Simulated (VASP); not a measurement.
# B (P6/mmm) in VASP: notebook, part 2 of 2

VASP 6.6.1. Earlier steps stand in the parts before.

## 5. Single point, PBEsol (strain +0.030 along x and y, +0.000 along z)

Contents of INCAR:

```
PREC = Accurate
ENCUT = 520
EDIFF = 1E-6
ISMEAR = 0
SIGMA = 0.15
LREAL = F
LASPH = T
NELM = 60
ALGO = Normal
ISIF = 2
LWAVE = F
LCHARG = F
GGA = PS
NBANDS = 8
```

Contents of KPOINTS:

```
Automatic mesh
0
Gamma
  33 33 14
```

Contents of POSCAR:

```
B
1.0
    1.7535065831      0.0000000000      0.0000000000
   -0.8767532915      1.5185812466      0.0000000000
    0.0000000000      0.0000000000      3.6354228500
B
1
Direct
    0.0000000000      0.0000000000      0.0000000000
```

Potentials or basis: VASP PAW PBE potentials, release 64 (B).

Started as:

```
$ cat potpaw_PBE.64/B/POTCAR > POTCAR
$ mpirun -np 1 vasp_std > vasp.out
```

OUTCAR:

```text
PREC = Accurate
   ENCUT = 520
   EDIFF = 1E-6
   ISMEAR = 0
   LREAL = F
   LASPH = T
   NELM = 60
   ISIF = 2
   GGA = PS

 ion  position               nearest neighbor table
   1  0.000  0.000  0.000-

  LATTYP: Found a hexagonal cell.
 ALAT       =     1.7535065831
 C/A-ratio  =     2.0732302262

  Lattice vectors:

 A1 = (   1.7535065831,   0.0000000000,   0.0000000000)
 A2 = (  -0.8767532915,   1.5185812466,   0.0000000000)
[... 435 lines left out ...]
 k-point    24 :       0.2121    0.0303    0.0000
  band No.  band energies     occupation
      1      -9.4720      2.00000
      2       1.8682      2.00000
      3       9.9145      0.00000
      4      19.0802      0.00000
      5      23.1162      0.00000
      6      31.9280      0.00000
      7      37.8603      0.00000
      8      40.7509      0.00000

 [... further k-points ...]
[... 5 lines left out ...]
  --------------------------------------------------------------------------------------
  -------------------------------------------------------------------------------------
  Total       -1.1689864     -1.1689864     -0.0300452     -0.0000000     -0.0000000      0.0000000
  in kB     -193.4726941   -193.4726941     -4.9726193     -0.0000000     -0.0000000      0.0000000
  external PRESSURE =    -130.6393359 kB  Pullay stress =       0.0000000 kB

 VOLUME and BASIS-vectors are now :
 -----------------------------------------------------------------------------
  energy-cutoff  :      520.00
  volume of cell :        9.68
      direct lattice vectors                 reciprocal lattice vectors
     1.753506583  0.000000000  0.000000000     0.570285854  0.329254692  0.000000000
    -0.876753292  1.518581247  0.000000000     0.000000000  0.658509383  0.000000000
     0.000000000  0.000000000  3.635422850     0.000000000  0.000000000  0.275071165

 POSITION                                       TOTAL-FORCE (eV/Angst)
 -----------------------------------------------------------------------------------
      0.00000      0.00000      0.00000        -0.000000      0.000000      0.000000
 -----------------------------------------------------------------------------------
    total drift:                                0.000000      0.000000     -0.000000

  FREE ENERGIE OF THE ION-ELECTRON SYSTEM (eV)
  ---------------------------------------------------
  free  energy   TOTEN  =        -6.2756086686 eV

  energy  without entropy=       -6.2716927341  energy(sigma->0) =       -6.27365070
```

OSZICAR:

```text
N       E                     dE             d eps       ncg     rms          rms(c)
DAV:   1    -0.280801276349E+01   -0.28080E+01   -0.14626E+03 14336   0.286E+02
DAV:   2    -0.660489731127E+01   -0.37969E+01   -0.35729E+01 19136   0.421E+01
DAV:   3    -0.661464706581E+01   -0.97498E-02   -0.97468E-02 15656   0.235E+00
DAV:   4    -0.661465031149E+01   -0.32457E-05   -0.32451E-05 21024   0.390E-02
DAV:   5    -0.661465031148E+01    0.12903E-10   -0.37005E-09 15664   0.239E-04    0.287E+00
DAV:   6    -0.635993103635E+01    0.25472E+00   -0.21899E-01 14440   0.174E+00    0.163E+00
DAV:   7    -0.627598738741E+01    0.83944E-01   -0.25771E-01 15256   0.185E+00    0.293E-01
DAV:   8    -0.627750895050E+01   -0.15216E-02   -0.14556E-02 14976   0.488E-01    0.184E-01
DAV:   9    -0.627560453439E+01    0.19044E-02   -0.45111E-03 14912   0.251E-01    0.157E-02
DAV:  10    -0.627560982181E+01   -0.52874E-05   -0.15043E-05 17472   0.269E-02    0.418E-03
DAV:  11    -0.627560861411E+01    0.12077E-05   -0.40169E-06 16768   0.823E-03    0.699E-04
DAV:  12    -0.627560866857E+01   -0.54455E-07   -0.20335E-08  8816   0.117E-03
   1 F= -.62756087E+01 E0= -.62736507E+01  d E =-.391593E-02
```

stdout:

```text
POSCAR found type information on POSCAR B
 POSCAR found :  1 types and       1 ions
 scaLAPACK will be used
 -----------------------------------------------------------------------------
|                                                                             |
|                                                                             |
|     You enforced a specific xc type in the INCAR file but a different       |
|     I HOPE YOU KNOW WHAT YOU ARE DOING!                                     |
|                                                                             |
 -----------------------------------------------------------------------------

 LDA part: xc-table for (Slater+PW92), standard interpolation
 POSCAR, INCAR and KPOINTS ok, starting setup
 FFT: planning ... GRIDC
 FFT: planning ... GRID_SOFT
 FFT: planning ... GRID
 WAVECAR not read
 entering main loop
```

Run time: 35 s. Hardware: 1 thread of Intel Xeon 6975P-C, shared host; peak memory 0.16 GiB.

Results:

| Property | Result |
| --- | --- |
| Free energy | -6.2756 eV |
| Pressure | -13.1 GPa |

Levels at points of the mesh, in eV from the Fermi level:
```tsv
k point	band 1	band 2	band 3	band 4	band 5
(0.00, 0.00, 0.00)	-16.61	-6.15	2.44	22.91	22.91
(0.00, 0.00, 0.50)	-16.26	-8.19	9.20	14.09	22.92
```

Caveat: the cell differs from its parent crystal (strain +0.030 along x and y, +0.000 along z); the PAW data sets were made with another functional, which shifts forces and pressure a little.

## 6. Single point, PBEsol (strain +0.015 along x and y, +0.030 along z)

Contents of INCAR:

```
SYSTEM = B
  PREC = Accurate
  ENCUT = 520
  EDIFF = 1E-6
  ISMEAR = 0
  SIGMA = 0.15
  LREAL = .False.
  LASPH = .True.
  NELM = 80
  ALGO = Normal
  ISIF = 2
  LWAVE = .False.
  LCHARG = .False.
  GGA = PS
  NBANDS = 8
```

Contents of KPOINTS:

```
Automatic mesh
0
Gamma
  33 33 14
  0 0 0
```

Contents of POSCAR:

```
B
1.0
    1.7279700794      0.0000000000      0.0000000000
   -0.8639850397      1.4964659858      0.0000000000
    0.0000000000      0.0000000000      3.7444855355
B
1
Direct
    0.0000000000      0.0000000000      0.0000000000
```

Potentials or basis: VASP PAW PBE potentials, release 64 (B).

Started as:

```
$ cat potpaw_PBE.64/B/POTCAR > POTCAR
$ mpirun -np 1 vasp_std > vasp.out
```

OUTCAR:

```text
SYSTEM = B
   PREC = Accurate
   ENCUT = 520
   EDIFF = 1E-6
   ISMEAR = 0
   LREAL = .False.
   LASPH = .True.
   NELM = 80
   ISIF = 2
   GGA = PS

 ion  position               nearest neighbor table
   1  0.000  0.000  0.000-

  LATTYP: Found a hexagonal cell.
 ALAT       =     1.7279700794
 C/A-ratio  =     2.1669851696

  Lattice vectors:

 A1 = (   1.7279700794,   0.0000000000,   0.0000000000)
 A2 = (  -0.8639850397,   1.4964659858,   0.0000000000)
 A3 = (   0.0000000000,   0.0000000000,   3.7444855355)

Analysis of symmetry for initial positions (statically):
=====================================================================
 Subroutine PRICEL returns:
 Original cell was already a primitive cell.

 Routine SETGRP: Setting up the symmetry group for a
 hexagonal supercell.

 Subroutine GETGRP returns: Found 24 space group operations
 (whereof 24 operations were pure point group operations)
 out of a pool of 24 trial point group operations.

The static configuration has the point symmetry D_6h.

[... 154 lines left out ...]
  ---------------------------------------------------
  free energy    TOTEN  =        -6.29935630 eV

  energy without entropy =       -6.29604615  energy(sigma->0) =       -6.29770123

 E-fermi :   4.8016     XC(G=0):  -9.9872

 val. band max:        4.7932796319   @ k =   0.3333   0.2424   0.1429
 cond. band min:       4.8095967765   @ k =   0.3333   0.2424   0.2143
 fundamental gap:      0.0163171447
 Fermi energy:         4.8016253815

 k-point     1 :       0.0000    0.0000    0.0000
  band No.  band energies     occupation
      1     -12.1056      2.00000
      2      -1.8454      2.00000
      3       6.9277      0.00000
      4      28.6532      0.00000
      5      28.6532      0.00000
      6      29.1629      0.00000
      7      34.8564      0.00000
      8      49.6548      0.00000
[... 243 lines left out ...]
 k-point    24 :       0.2121    0.0303    0.0000
  band No.  band energies     occupation
      1      -9.7612      2.00000
      2       1.4657      2.00000
      3       9.7351      0.00000
      4      19.5361      0.00000
      5      23.8222      0.00000
      6      30.9032      0.00000
      7      37.2929      0.00000
      8      40.4570      0.00000

 [... further k-points ...]
[... 5 lines left out ...]
  --------------------------------------------------------------------------------------
  -------------------------------------------------------------------------------------
  Total       -0.5291600     -0.5291600     -0.0625576      0.0000000     -0.0000000      0.0000000
  in kB      -87.5593112    -87.5593112    -10.3513140      0.0000000     -0.0000000      0.0000000
  external PRESSURE =     -61.8233121 kB  Pullay stress =       0.0000000 kB

 VOLUME and BASIS-vectors are now :
 -----------------------------------------------------------------------------
  energy-cutoff  :      520.00
  volume of cell :        9.68
      direct lattice vectors                 reciprocal lattice vectors
     1.727970079  0.000000000  0.000000000     0.578713724  0.334120524  0.000000000
    -0.863985040  1.496465986  0.000000000     0.000000000  0.668241049  0.000000000
     0.000000000  0.000000000  3.744485535     0.000000000  0.000000000  0.267059384

 POSITION                                       TOTAL-FORCE (eV/Angst)
 -----------------------------------------------------------------------------------
      0.00000      0.00000      0.00000        -0.000000      0.000000      0.000000
 -----------------------------------------------------------------------------------
    total drift:                               -0.000000     -0.000000     -0.000000

  FREE ENERGIE OF THE ION-ELECTRON SYSTEM (eV)
  ---------------------------------------------------
  free  energy   TOTEN  =        -6.2993562977 eV

  energy  without entropy=       -6.2960461540  energy(sigma->0) =       -6.29770123
```

Wall time 34 s (1 thread of Intel Xeon 6975P-C, shared host); peak memory 0.16 GiB.

Results:

```
Free energy : -6.2994 eV
Pressure    : -6.2 GPa
```

Levels at points of the mesh, in eV from the Fermi level:
| k point | band 1 | band 2 | band 3 | band 4 | band 5 | band 6 | band 7 |
| --- | --- | --- | --- | --- | --- | --- | --- |
| (0.00, 0.00, 0.00) | -16.91 | -6.65 | 2.13 | 23.85 | 23.85 | 24.36 | 30.05 |
| (0.00, 0.00, 0.50) | -16.64 | -8.35 | 8.31 | 12.86 | 23.86 | 23.86 | 43.31 |

Caveat: the cell differs from its parent crystal (strain +0.015 along x and y, +0.030 along z); the PAW data sets were made with another functional, which shifts forces and pressure a little.

## 7. Overview

```csv
cell,gap on the mesh (eV),pressure (GPa)
"a = 1.728, b = 1.728, c = 3.635 Å, angles 90.0, 90.0, 120.0°, 1 atom",none,-6.2
"a = 1.754, b = 1.754, c = 3.581 Å, angles 90.0, 90.0, 120.0°, 1 atom",none,-13.1
"a = 1.728, b = 1.728, c = 3.690 Å, angles 90.0, 90.0, 120.0°, 1 atom",none,-6.2
"a = 1.754, b = 1.754, c = 3.635 Å, angles 90.0, 90.0, 120.0°, 1 atom",none,-13.1
"a = 1.728, b = 1.728, c = 3.744 Å, angles 90.0, 90.0, 120.0°, 1 atom",none,-6.2
```

Alike in all rows: task single point; level PBEsol; potentials or basis VASP PAW PBE potentials, release 64 (B); no spin polarisation; k mesh 33 × 33 × 14; cutoff (eV) 520; smearing gaussian 0.15 eV.

Caveats: the PAW data sets were made with another functional, which shifts forces and pressure a little.

Absolute energies hang on the potentials; compare differences alone.
